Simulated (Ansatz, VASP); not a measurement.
# Ba3CS: VASP beside Ansatz

```
C S Ba
1.0
     5.86719    0.00000    0.00000
     0.00000    5.86719    0.00000
     0.00000    0.00000    5.86719
C S Ba
1 1 3
Direct
  0.00000 0.00000 0.00000
  0.50000 0.50000 0.50000
  0.50000 0.50000 0.00000
  0.50000 0.00000 0.50000
  0.00000 0.50000 0.50000
```

Alike in both runs: task single point; functional PBE; k mesh 4 × 4 × 4; occupations gaussian, width 0.05 eV; no spin polarisation.

```csv
,VASP,Ansatz
version,VASP 6.6.1,Ansatz 0.2.0
potentials or method,"VASP PAW PBE potentials, release 64 (C, S, Ba_sv), cutoff 520 eV","scalar-relativistic, plane waves, PAW"
valence electrons in the cell,40,40
```

Ansatz gave:

| Property | Result |
| --- | --- |
| gap on the k mesh at the Fermi level (eV) | none |
| pressure (GPa) | 0.5 |

Q: Which values does VASP return?

A: gap on the k mesh at the Fermi level (eV): none; pressure (GPa): 1.0.

A gap of «none» marks a metal or a gap that the smearing closes. The functional is the same, so the differences come from potentials, cutoffs and numerics.

Spin-orbit coupling is off throughout.
